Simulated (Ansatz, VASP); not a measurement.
## CuRuC4N4: VASP beside Ansatz

```
Cu Ru C N
1.0
     5.85837    0.00000    0.00000
     0.00000    5.85837    0.00000
     0.00000    0.00000    5.85837
Cu Ru C N
1 1 4 4
Direct
  0.50000 0.50000 0.50000
  0.00000 0.00000 0.00000
  0.18685 0.18685 0.18685
  0.18685 0.81315 0.81315
  0.81315 0.18685 0.81315
  0.81315 0.81315 0.18685
  0.30216 0.30216 0.30216
  0.30216 0.69784 0.69784
  0.69784 0.30216 0.69784
  0.69784 0.69784 0.30216
```

Alike in both runs: task single point; functional PBE; k mesh 4 × 4 × 4; occupations gaussian, width 0.1 eV; collinear spin.

|  | VASP | Ansatz |
| --- | --- | --- |
| version | VASP 6.6.1 | Ansatz 0.2.0 |
| potentials or method | VASP PAW PBE potentials, release 64 (Cu, Ru_pv, C, N), cutoff 520 eV | scalar-relativistic, plane waves, PAW |
| valence electrons in the cell | 61 | 71 |

```csv
,VASP,Ansatz,Ansatz less VASP
gap on the k mesh at the Fermi level (eV),none,none,-
pressure (GPa),2.0,1.7,-0.37
rms of the force components (eV/Å),0.708,0.555,-0.1526
net moment per atom (μB),0.00,0.10,+0.098
size of the moment on the site where the two differ most (μB),0.00,0.28,+0.283
```

Site moments also hang on the region over which each program counts them. Atom by atom the forces differ by 0.217 eV/Å (rms over components). A gap of «none» marks a metal or a gap that the smearing closes. VASP's potentials hold 61 valence electrons a cell and Ansatz's 71, so a difference there can come from the potentials and not from the codes. Ansatz's warnings: seeded moment not kept.

Noted on VASP's run: the standard files for N, O and F lose accuracy on very short bonds.
